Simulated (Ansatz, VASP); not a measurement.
**Two plane-wave programs on BAs**

```
B As
1.0
     0.00000    2.39187    2.39187
     2.39187    0.00000    2.39187
     2.39187    2.39187    0.00000
B As
1 1
Direct
  0.00000 0.00000 0.00000
  0.25000 0.25000 0.25000
```

Alike in both runs: task single point; functional PBE-based screened hybrid; k mesh 4 × 4 × 4; no spin polarisation.

|  | VASP | Ansatz |
| --- | --- | --- |
| version | VASP 6.6.1 | Ansatz 0.2.0 |
| potentials or method | VASP PAW PBE potentials, release 64 (B, As) | plane waves |
| plane-wave cutoff (eV) | 520 | 420 |
| occupations | gaussian, width 0.01 eV | fixed |
| valence electrons in the cell | 8 | 18 |

|  | VASP | Ansatz | Ansatz less VASP |
| --- | --- | --- | --- |
| gap on the k mesh at the Fermi level (eV) | 2.15 | 2.13 | -0.019 |
| pressure (GPa) | -1.6 | -1.2 | +0.41 |

VASP's potentials were made for PBE, not for PBE-based screened hybrid. VASP's potentials hold 8 valence electrons a cell and Ansatz's 18, so a difference there can come from the potentials and not from the codes. Ansatz's warnings: stress exchange threshold loose, stress scf threshold loose.

The k mesh is coarse, so the values compare programs but aren't converged.
